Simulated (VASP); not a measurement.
A run of VASP 6.6.1:

INCAR

```
ALGO = Normal
EDIFF = 1E-7
ENCUT = 520
GGA = PS
ISIF = 2
ISMEAR = 0
LASPH = True
LCHARG = False
LREAL = False
LWAVE = False
NBANDS = 15
NELM = 100
PREC = Accurate
SIGMA = 0.15
```

The input KPOINTS:

```
k-points
0
Gamma
  24 24 20
```

Contents of POSCAR:

```
TaN
1.0
    2.8070294830      0.0000000000      0.0000000000
   -1.4035147415      2.4309588414      0.0000000000
    0.0000000000      0.0000000000      2.8707276426
Ta N
1 1
Direct
    0.3333333333      0.6666666667      0.5000000000
    0.0000000000      0.0000000000      0.0000000000
```

Potentials or basis: VASP PAW PBE potentials, release 64 (Ta_pv, N).

The run is started by

```console
$ cat potpaw_PBE.64/Ta_pv/POTCAR potpaw_PBE.64/N/POTCAR > POTCAR
$ mpirun -np 1 vasp_std > vasp.out
```

Hardware: 1 thread of Intel(R) Xeon(R) Platinum 8488C (Sapphire Rapids) (shared host).

Task: Estimate the wall time of this run.

Result: It took 88 s on 1 thread of Intel(R) Xeon(R) Platinum 8488C (Sapphire Rapids), with other jobs on the host, peak memory 0.31 GiB. Counts: scf iterations 13, k points 671.
